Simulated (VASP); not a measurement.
Runs of VASP 6.6.1 on AgCl. The structure is that of space group Fm-3m (No. 225), or close to it. The cells are those of the table. 

```csv
task,cell,gap on the mesh (eV),pressure (GPa)
single point,"a = 3.999 Å, angles 60.0°, 2 atoms",0.80,-4.8
single point,"a = 3.961, b = 3.961, c = 4.000 Å, angles 59.7, 59.7, 60.7°, 2 atoms",0.73,-4.2
electric field gradients,"a = 3.942 Å, angles 59.3°, 2 atoms",(a),-2.7
single point,"a = 3.902, b = 3.902, c = 3.883 Å, angles 60.2, 60.2, 59.7°, 2 atoms",0.74,-1.8
electric field gradients,"a = 3.948 Å, angles 60.0°, 2 atoms",0.78,(b)
electric field gradients,"a = 3.842 Å, angles 60.0°, 2 atoms",0.77,0.4
electric field gradients,"a = 3.922 Å, angles 60.0°, 2 atoms",0.78,-2.7
electric field gradients,"a = 3.999 Å, angles 60.0°, 2 atoms",0.80,-4.8
electric field gradients,"a = 3.902, b = 3.902, c = 3.883 Å, angles 60.2, 60.2, 59.7°, 2 atoms",0.74,-1.8
electric field gradients,"a = 3.961 Å, angles 58.7°, 2 atoms",0.75,-2.7
electric field gradients,"a = 3.869 Å, angles 60.0°, 2 atoms",0.77,-0.8
single point,"a = 3.842 Å, angles 60.0°, 2 atoms",0.77,0.4
```

Alike in all rows: level PBEsol; potentials or basis VASP PAW PBE potentials, release 64 (Ag, Cl); no spin polarisation; k mesh 9 × 9 × 9; cutoff (eV) 520; smearing fermi-dirac 0.01 eV.

Problem. Estimate the missing entries.

Solution. (a) 0.76; (b) -3.5.

Caveats: the PAW data sets were made with another functional, which shifts forces and pressure a little.

A k mesh can miss the band edges, and the runs leave out spin-orbit coupling on Ag.
